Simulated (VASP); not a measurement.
# In (P6/mmm) in VASP: notebook

In is run at these levels: PBE; tasks: single point, relaxation of cell and atoms.

All numbers are computed with VASP 6.6.1; they aren't measurements. Logs are shortened: lines on timing, memory, paths and dates and some standing lists are left out, and cuts for length are marked.

**1. The cell of the first run**

Symmetry: P6/mmm, No. 191, hexagonal system. Conventional cell: a = 5.529 Å, b = 5.529 Å, c = 3.175 Å, α = 90.00°, β = 90.00°, γ = 120.00°. Within 4.2 Å of In (site symmetry 6/mmm) lie 14 In at 3.18 to 3.57 Å. In (site symmetry -6m2) has 11 In at 3.18 to 3.57 Å within 4.2 Å.

**2. Single point, PBE**

Input file INCAR:

```
  PREC = Accurate
  ENCUT = 520
  EDIFF = 1E-6
  ISMEAR = 0
  SIGMA = 0.1
  LREAL = False
  LASPH = True
  NELM = 100
  ALGO = Normal
  ISIF = 2
  LWAVE = False
  LCHARG = False
  GGA = PE
  NBANDS = 26
```

Input file KPOINTS:

```
regular mesh
0
Gamma
  9 9 14
```

Input file POSCAR:

```
In
1.0
    5.5289256662      0.0000000000      0.0000000000
   -2.7644628331      4.7881900826      0.0000000000
    0.0000000000      0.0000000000      3.1751141222
In
3
Direct
    0.0000000000      0.0000000000      0.0000000000
    0.3333333333      0.6666666667      0.5000000000
    0.6666666667      0.3333333333      0.5000000000
```

Potentials or basis: VASP PAW PBE potentials, release 64 (In_d).

Launch:

```
> cat potpaw_PBE.64/In_d/POTCAR > POTCAR
> mpirun -np 1 vasp_std > vasp.out
```

OUTCAR:

```text
PREC = Accurate
   ENCUT = 520
   EDIFF = 1E-6
   ISMEAR = 0
   LREAL = False
   LASPH = True
   NELM = 100
   ISIF = 2
   GGA = PE

 ion  position               nearest neighbor table
   1  0.000  0.000  0.000-   2 3.57   3 3.57   2 3.57   3 3.57   3 3.57   3 3.57   2 3.57   2 3.57
                             3 3.57   3 3.57   2 3.57   2 3.57
   2  0.333  0.667  0.500-   3 3.19   3 3.19   3 3.19   1 3.57   1 3.57   1 3.57   1 3.57   1 3.57
                             1 3.57
   3  0.667  0.333  0.500-   2 3.19   2 3.19   2 3.19   1 3.57   1 3.57   1 3.57   1 3.57   1 3.57
                             1 3.57

  LATTYP: Found a hexagonal cell.
 ALAT       =     5.5289256662
 C/A-ratio  =     0.5742732520

  Lattice vectors:

 A1 = (   5.5289256662,   0.0000000000,   0.0000000000)
 A2 = (  -2.7644628331,   4.7881900826,   0.0000000000)
 A3 = (   0.0000000000,   0.0000000000,   3.1751141222)

Analysis of symmetry for initial positions (statically):
=====================================================================
 Subroutine PRICEL returns:
 Original cell was already a primitive cell.

 Routine SETGRP: Setting up the symmetry group for a
 hexagonal supercell.

 Subroutine GETGRP returns: Found 24 space group operations
 (whereof 24 operations were pure point group operations)
 out of a pool of 24 trial point group operations.

The static configuration has the point symmetry D_6h.

Analysis of symmetry for dynamics (positions and initial velocities):
=====================================================================
 Subroutine PRICEL returns:
 Original cell was already a primitive cell.

 Routine SETGRP: Setting up the symmetry group for a
 hexagonal supercell.

 Subroutine GETGRP returns: Found 24 space group operations
 (whereof 24 operations were pure point group operations)
 out of a pool of 24 trial point group operations.

The dynamic configuration has the point symmetry D_6h.

 Subroutine INISYM returns: Found 24 space group operations
 (whereof 24 operations are pure point group operations),
 and found     1 'primitive' translations

----------------------------------------------------------------------------------------

                                     Primitive cell

  volume of cell :      84.0565

  direct lattice vectors                    reciprocal lattice vectors
     5.528925666  0.000000000  0.000000000     0.180866964  0.104423590  0.000000000
    -2.764462833  4.788190083  0.000000000     0.000000000  0.208847181  0.000000000
     0.000000000  0.000000000  3.175114122     0.000000000  0.000000000  0.314949309

  length of vectors
     5.528925666  5.528925666  3.175114122     0.208847181  0.208847181  0.314949309

  position of ions in fractional coordinates (direct lattice)
     0.000000000  0.000000000  0.000000000
     0.333333333  0.666666667  0.500000000
     0.666666667  0.333333333  0.500000000

  ion indices of the primitive-cell ions
   primitive index   ion index
                 1           1
                 2           2
                 3           3

----------------------------------------------------------------------------------------

 KPOINTS: regular mesh

Automatic generation of k-mesh.
 Grid dimensions read from file:
 generate k-points for:    9    9   14

 Generating k-lattice:

  Cartesian coordinates                     Fractional coordinates (reciprocal lattice)
     0.020096329  0.011602621  0.000000000     0.111111111  0.000000000  0.000000000
     0.000000000  0.023205242  0.000000000     0.000000000  0.111111111  0.000000000
     0.000000000  0.000000000  0.022496379     0.000000000  0.000000000  0.071428571

  Length of vectors
     0.023205242  0.023205242  0.022496379

  Shift w.r.t. Gamma in fractional coordinates (k-lattice)
     0.000000000  0.000000000  0.000000000

 Subroutine IBZKPT returns following result:
 ===========================================

 Found     96 irreducible k-points:

 Following reciprocal coordinates:
            Coordinates               Weight
  0.000000  0.000000  0.000000      1.000000
  0.111111  0.000000  0.000000      6.000000
  0.222222  0.000000  0.000000      6.000000
  0.333333  0.000000  0.000000      6.000000
  0.444444  0.000000  0.000000      6.000000
  0.111111  0.111111  0.000000      6.000000
[... 16 lines left out ...]
  0.333333  0.222222  0.071429     24.000000
  0.333333  0.333333  0.071429      4.000000
 [... further k-points ...]
   k-points           NKPTS =     96   k-points in BZ     NKDIM =     96   number of bands    NBANDS=     26
   number of dos      NEDOS =    301   number of ions     NIONS =      3
   total plane-waves  NPLWV =  42336
   dimension x,y,z NGX =    42 NGY =   42 NGZ =   24
   dimension x,y,z NGXF=    84 NGYF=   84 NGZF=   48
   ions per type =               3
   NGX,Y,Z   is equivalent  to a cutoff of  12.63, 12.63, 12.57 a.u.
   NGXF,Y,Z  is equivalent  to a cutoff of  25.26, 25.26, 25.13 a.u.
 SYSTEM =  unknown system
   PREC   = accura    normal or accurate (medium, high low for compatibility)
   ISTART =      0    job   : 0-new  1-cont  2-samecut
   ICHARG =      2    charge: 1-file 2-atom 10-const
   ISPIN  =      1    spin polarized calculation?
   LNONCOLLINEAR =      F non collinear calculations
   LSORBIT =      F    spin-orbit coupling
   LASPH  =      T    aspherical Exc in radial PAW
   ENCUT  =  520.0 eV  38.22 Ry    6.18 a.u.  10.28 10.28  5.90*2*pi/ulx,y,z
   NELM   =    100;   NELMIN=  2; NELMDL= -5     # of ELM steps
   EDIFF  = 0.1E-05   stopping-criterion for ELM
   LREAL  =      F    real-space projection
   EDIFFG = 0.1E-04   stopping-criterion for IOM
   NSW    =      0    number of steps for IOM
   IBRION =     -1    ionic relax: 0-MD 1-quasi-New 2-CG
   NFREE  =      0    steps in history (QN), initial steepest desc. (CG)
   ISIF   =      2    stress and relaxation
   ISYM   =      2    0-nonsym 1-usesym 2-fastsym
   POTIM  = 0.5000    time-step for ionic-motion
   TEBEG  =    0.0;   TEEND  =   0.0 temperature during run
   PSTRESS=    0.0 pullay stress
   NELECT =      39.0000    total number of electrons
   NUPDOWN=      -1.0000    fix difference up-down
   EMIN   =  10.00;   EMAX   =-10.00  energy-range for DOS
   EFERMI =   0.00;   METHOD = LEGACY
   ISMEAR =     0;   SIGMA  =   0.10  broadening in eV -4-tet -1-fermi 0-gaus
   EFERMI_NEDOS =   21; number of points for ismear=-14 and -15
   IALGO  =     38    algorithm
   IMIX   =      4    mixing-type and parameters
     AMIX     =   0.40;   BMIX     =  1.00
     AMIX_MAG =   1.60;   BMIX_MAG =  1.00
  volume/ion in A,a.u.               =      28.02       189.08
  Fermi-wavevector in a.u.,A,eV,Ry     =   1.267377  2.394996 21.854288  1.606245
  Thomas-Fermi vector in A             =   2.400528
   LORBIT       =      0    0 simple, 1 ext, 2 COOP (PROOUT), +10 PAW based schemes
   GGA     = PE    functional components
   LHFCALC =     F    Hartree Fock is set to
   AEXX    =    0.0000 exact exchange contribution
   IVDW    =     0    specifies the selected vdW correction
   LEPSILON=     F    determine dielectric tensor
   LRPA    =     F    only Hartree local field effects (RPA)
 non-spin polarized calculation
 Gauss-broadening in eV      SIGMA  =   0.10
  energy-cutoff  :      520.00
  volume of cell :       84.06
 maximum number of plane-waves:      2294
 NGX is ok and might be reduce to    42
   NGX = 21   NGY = 21   NGZ = 11

 number of electron      38.9999996 magnetization

 Free energy of the ion-electron system (eV)
  ---------------------------------------------------
  ext. energy  EPLUGINS =         0.00000000
  ---------------------------------------------------
  free energy    TOTEN  =        -7.61849025 eV

  energy without entropy =       -7.61182479  energy(sigma->0) =       -7.61515752

 E-fermi :   6.7620     XC(G=0):  -9.9251

 val. band max:        6.7600734199   @ k =   0.4444   0.0000   0.5000
 cond. band min:       6.8249696638   @ k =   0.2222   0.1111   0.4286
 fundamental gap:      0.0648962439
 Fermi energy:         6.7620149851

 k-point     1 :       0.0000    0.0000    0.0000
  band No.  band energies     occupation
      1      -8.0648      2.00000
      2      -7.9135      2.00000
      3      -7.8947      2.00000
      4      -7.8085      2.00000
      5      -7.8085      2.00000
      6      -7.7016      2.00000
[... 18 lines left out ...]
     25      16.5514      0.00000
     26      16.5514      0.00000

 k-point     2 :       0.1111    0.0000    0.0000
  band No.  band energies     occupation
      1      -8.0607      2.00000
      2      -7.9152      2.00000
      3      -7.9047      2.00000
      4      -7.8220      2.00000
      5      -7.8075      2.00000
      6      -7.7324      2.00000
[... 18 lines left out ...]
     25      16.0492      0.00000
     26      16.0954      0.00000

 k-point     3 :       0.2222    0.0000    0.0000
  band No.  band energies     occupation
      1      -8.0492      2.00000
      2      -7.9290      2.00000
      3      -7.9198      2.00000
      4      -7.8498      2.00000
      5      -7.8239      2.00000
      6      -7.7475      2.00000
[... 18 lines left out ...]
     25      14.8081      0.00000
     26      16.1974      0.00000

 k-point     4 :       0.3333    0.0000    0.0000
  band No.  band energies     occupation
      1      -8.0326      2.00000
      2      -7.9588      2.00000
      3      -7.9263      2.00000
      4      -7.8742      2.00000
      5      -7.8457      2.00000
      6      -7.7573      2.00000
[... 18 lines left out ...]
     25      13.5556      0.00000
     26      15.9559      0.00000
[... 496 lines left out ...]
      1      -8.0057      2.00000
      2      -7.9488      2.00000
      3      -7.9165      2.00000
      4      -7.8986      2.00000
      5      -7.8201      2.00000
      6      -7.7790      2.00000
[... 18 lines left out ...]
     25      14.1409      0.00000
     26      14.9962      0.00000

 k-point    23 :       0.3333    0.2222    0.0714
  band No.  band energies     occupation
      1      -7.9899      2.00000
      2      -7.9683      2.00000
      3      -7.9286      2.00000
      4      -7.9060      2.00000
      5      -7.8209      2.00000
      6      -7.7881      2.00000
[... 18 lines left out ...]
     25      13.4289      0.00000
     26      14.1750      0.00000

 k-point    24 :       0.3333    0.3333    0.0714
  band No.  band energies     occupation
      1      -7.9776      2.00000
      2      -7.9776      2.00000
      3      -7.9390      2.00000
      4      -7.9084      2.00000
      5      -7.8065      2.00000
      6      -7.8065      2.00000
[... 18 lines left out ...]
     25      13.9945      0.00000
     26      14.1898      0.00000

 [... further k-points ...]
[... 5 lines left out ...]
  --------------------------------------------------------------------------------------
  -------------------------------------------------------------------------------------
  Total       -0.0112212     -0.0112212      0.0009308      0.0000000     -0.0000000      0.0000000
  in kB       -0.2138834     -0.2138834      0.0177421      0.0000000     -0.0000000      0.0000000
  external PRESSURE =      -0.1366749 kB  Pullay stress =       0.0000000 kB

 VOLUME and BASIS-vectors are now :
 -----------------------------------------------------------------------------
  energy-cutoff  :      520.00
  volume of cell :       84.06
      direct lattice vectors                 reciprocal lattice vectors
     5.528925666  0.000000000  0.000000000     0.180866964  0.104423590  0.000000000
    -2.764462833  4.788190083  0.000000000     0.000000000  0.208847181  0.000000000
     0.000000000  0.000000000  3.175114122     0.000000000  0.000000000  0.314949309

 POSITION                                       TOTAL-FORCE (eV/Angst)
 -----------------------------------------------------------------------------------
      0.00000      0.00000      0.00000        -0.000000      0.000000      0.000000
     -0.00000      3.19213      1.58756        -0.000000      0.000000      0.000000
      2.76446      1.59606      1.58756         0.000000      0.000000      0.000000
 -----------------------------------------------------------------------------------
    total drift:                                0.000000      0.000000     -0.000000

  FREE ENERGIE OF THE ION-ELECTRON SYSTEM (eV)
  ---------------------------------------------------
  free  energy   TOTEN  =        -7.6184902474 eV

  energy  without entropy=       -7.6118247948  energy(sigma->0) =       -7.61515752
```

It took 59 s on 1 thread of Intel Xeon Platinum 8559C (Emerald Rapids), shared host; peak memory 0.29 GiB.

Results:

```yaml
Free_energy: -7.6185 eV
Pressure: 0.0 GPa
```

Caveat: spin-orbit coupling is left out, which moves the levels of the heavy elements.

[end of part 1 of 2]
